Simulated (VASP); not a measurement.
A run of VASP 6.6.1 is set up as follows.

POSCAR

```
P
1.0
    4.6274950459      0.0000000000      0.0000000000
    0.0000000000      3.2918636266      0.0000000000
    0.0000000000      0.0000000000     27.8195791164
P
4
Direct
    0.0912379160      0.0000000000      0.3789328440
    0.4087620840      0.5000000000      0.3789328440
    0.5912379160      0.5000000000      0.3040393865
    0.9087620840      0.0000000000      0.3040393865
```

Contents of INCAR.step1:

```
SYSTEM = P
PREC = Accurate ; ENCUT = 520
ISMEAR = 0 ; SIGMA = 0.01
LREAL = .FALSE. ; LASPH = .TRUE.
NELM = 60 ; LDIPOL = .TRUE.
IDIPOL = 3 ; DIPOL = 0.5 0.5 0.341
NBANDS = 18 ; GGA = PE
ALGO = Normal ; EDIFF = 1E-4
LWAVE = .TRUE. ; LCHARG = .FALSE.
```

Contents of INCAR.step2:

```
SYSTEM = P
PREC = Accurate ; ENCUT = 520
EDIFF = 1E-6 ; ISMEAR = 0
SIGMA = 0.01 ; LREAL = .FALSE.
LASPH = .TRUE. ; NELM = 60
ALGO = Normal ; ISIF = 2
LWAVE = .FALSE. ; LCHARG = .FALSE.
LDIPOL = .TRUE. ; IDIPOL = 3
DIPOL = 0.5 0.5 0.341 ; METAGGA = R2SCAN
LMIXTAU = .TRUE. ; NBANDS = 18
ISTART = 1
```

KPOINTS

```
Automatic mesh
0
G
  6 8 1
  0 0 0
```

Potentials or basis: VASP PAW PBE potentials, release 64 (P).

Command:

```sh
$ cat potpaw_PBE.64/P/POTCAR > POTCAR
$ cp INCAR.step1 INCAR
$ mpirun -np 1 vasp_std > vasp.out
$ cp INCAR.step2 INCAR
$ mpirun -np 1 vasp_std > vasp.out
```

(1) What does it give for the band gap on the k mesh?

(2) Predict the largest force.

## Answers

(1) 1.12 eV.

(2) 0.098 eV/Å.

Caveat: the PAW data sets were made with another functional, which shifts forces and pressure a little.
